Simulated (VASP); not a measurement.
TiPd, 2 atoms in the cell. Symmetry: P4/mmm, No. 123, tetragonal system. The conventional cell has a = 2.815 Å, b = 2.815 Å, c = 3.866 Å, α = 90.00°, β = 90.00°, γ = 90.00°. Ti (site symmetry 4/mmm) has 8 Pd at 2.77 Å and 4 Ti at 2.81 Å within 3.7 Å. Pd (site symmetry 4/mmm) has 8 Ti at 2.77 Å and 4 Pd at 2.81 Å within 3.7 Å. 

| Quantity | Value |
| --- | --- |
| Program | VASP 6.6.1 |
| Task | single point |
| Functional | BLYP |
| Potentials or basis | VASP PAW PBE potentials, release 64 (Ti_sv, Pd) |
| Cutoff | 500 eV |
| k mesh | 7 × 7 × 6 |
| Occupations | fermi-dirac, width 0.1 eV |
| Spin | no spin polarisation |
| Dipole correction | no |
| Further INCAR settings | ALGO = Normal; EDIFF = 1e-06; NBANDS = 18 |

Potentials or basis: VASP PAW PBE potentials, release 64 (Ti_sv, Pd).

Launch:

```console
$ cat potpaw_PBE.64/Ti_sv/POTCAR potpaw_PBE.64/Pd/POTCAR > POTCAR
$ mpirun -np 1 vasp_std > vasp.out
```

Hardware: 1 thread of Intel Xeon 8259CL, with other jobs on the host.

**Question.** Estimate the wall time of this run.

**Answer.** Wall time 44 s on 1 thread of Intel Xeon 8259CL (shared host), peak memory 0.16 GiB. Counts: scf iterations 14, k points 40.
